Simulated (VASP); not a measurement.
Runs of VASP 6.6.1 on Rh. The structure is cubic, space group Fm-3m (No. 225). The conventional cell has a = 3.796 Å, b = 3.796 Å, c = 3.796 Å, α = 90.00°, β = 90.00°, γ = 90.00°. Rh (site symmetry m-3m) has 12 Rh at 2.68 Å within 3.5 Å. 

| k mesh | gap on the mesh (eV) | pressure (GPa) |
| --- | --- | --- |
| 3 × 3 × 3 | none | 33.4 |
| 10 × 10 × 10 | none | 7.9 |
| 8 × 8 × 8 | none | 8.8 |
| 6 × 6 × 6 | none | 9.4 |
| 5 × 5 × 5 | none | (a) |
| 12 × 12 × 12 | none | 7.9 |

Alike in all rows: task single point; level PBE; potentials or basis VASP PAW PBE potentials, release 64 (Rh_pv); no spin polarisation; cell as given; cutoff (eV) 520; smearing fermi-dirac 0.1 eV.

Q: Fill in the values left out.

A: (a) 10.9.

Caveats: some runs use coarse meshes.

A k mesh can miss the band edges, and the runs leave out spin-orbit coupling on Rh.

A gap of «none» marks levels without a gap at the run's occupations.
